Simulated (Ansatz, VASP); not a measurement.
**CdS in VASP and in Ansatz**

```xyz
2
Lattice="0.0000 2.9392 2.9392 2.9392 0.0000 2.9392 2.9392 2.9392 0.0000" Properties=species:S:1:pos:R:3 pbc="T T T"
Cd    0.0000    0.0000    0.0000
S     1.4696    1.4696    1.4696
```

Alike in both runs: task single point; functional PBE-based screened hybrid; k mesh 4 × 4 × 4; no spin polarisation.

|  | VASP | Ansatz |
| --- | --- | --- |
| version | VASP 6.6.1 | Ansatz 0.2.0 |
| potentials or method | VASP PAW PBE potentials, release 64 (Cd, S) | plane waves |
| plane-wave cutoff (eV) | 520 | 420 |
| occupations | gaussian, width 0.01 eV | fixed |
| valence electrons in the cell | 18 | 26 |

|  | VASP | Ansatz | Ansatz less VASP |
| --- | --- | --- | --- |
| gap on the k mesh at the Fermi level (eV) | 1.25 | 1.24 | -0.004 |
| pressure (GPa) | 1.6 | 1.3 | -0.31 |

VASP's potentials were made for PBE, not for PBE-based screened hybrid. VASP's potentials hold 18 valence electrons a cell and Ansatz's 26, so a difference there can come from the potentials and not from the codes. Ansatz's warnings: stress exchange threshold loose, stress scf threshold loose.

The k mesh is coarse, so the values compare programs but aren't converged.
